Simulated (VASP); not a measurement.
Runs of VASP 6.6.1 on W. The structure is that of space group Im-3m (No. 229), or close to it. The cells are those of the table. 

```csv
task,cell,k mesh for the DOS,occupations for the DOS,gap on the mesh (eV),pressure (GPa)
electric field gradients,"a = 2.767 Å, angles 109.5°, 1 atom",-,-,none,-2.3
electric field gradients,"a = 2.748 Å, angles 109.5°, 1 atom",-,-,none,3.9
single point,"a = 2.748 Å, angles 109.5°, 1 atom",-,-,none,3.9
single point,"a = 2.821 Å, angles 109.5°, 1 atom",-,-,none,(a)
```

Alike in all rows: level PBE; potentials or basis VASP PAW PBE potentials, release 64 (W_sv); no spin polarisation; k mesh 14 × 14 × 14; cutoff (eV) 520; smearing fermi-dirac 0.08 eV.

Estimate the missing entries.

(a) -17.5.

Caveats: spin-orbit coupling is left out, which moves the levels of the heavy elements.

A k mesh can miss the band edges, and the runs leave out spin-orbit coupling on W.

A gap of «none» marks levels without a gap at the run's occupations.
